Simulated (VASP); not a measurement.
Crystal: AlSn.

```
Sn Al
1.0
     4.19811    0.00000    0.00000
    -2.09905    3.63567    0.00000
     0.00000    0.00000    3.30685
Sn Al
1 1
Direct
  0.33333 0.66667 0.50000
  0.00000 0.00000 0.00000
```

```yaml
Program: VASP 6.6.1
Task: relaxation of cell and atoms
Functional: HF
Potentials_or_basis: VASP PAW PBE potentials, release 64 (Sn_d, Al)
Cutoff: 600 eV
k_mesh: 4 × 4 × 4
Occupations: fermi-dirac, width 0.05 eV
Spin: no spin polarisation
```

At the start: pressure 6.3 GPa; volume 25.24 Å³/atom.

**Question.** Where does the relaxation end?

**Answer.** Over 4 steps the energy falls by 83.5 meV/atom and the volume is 27.96 Å³/atom (+10.8 %); space group P-6m2 (No. 187, to 0.1 Å) before and after.

Step by step:
```
step  energy change (eV)  largest force (eV/Å)  pressure (GPa)  volume (Å³)
   1              0.0000                0.0000            6.32        50.47
   2             -0.1207                0.0000           -1.61        57.93
   3             -0.1643                0.0000            0.57        55.12
   4             -0.1670                0.0000            0.03        55.92
```

Final structure:
```yaml
crystal:
  lattice:
    - [4.26872, 0.00000, 0.00000]
    - [-2.13436, 3.69682, 0.00000]
    - [0.00000, 0.00000, 3.54359]
  atoms:
    - { symbol: Sn, position: [0.33333, 0.66667, 0.50000] }
    - { symbol: Al, position: [0.00000, 0.00000, 0.00000] }
```

Caveat: the k points lie up to 0.44 Å⁻¹ apart in the final cell, too coarse for converged energies and pressures of a metal; the PAW data sets were made with another functional, which shifts forces and pressure a little.
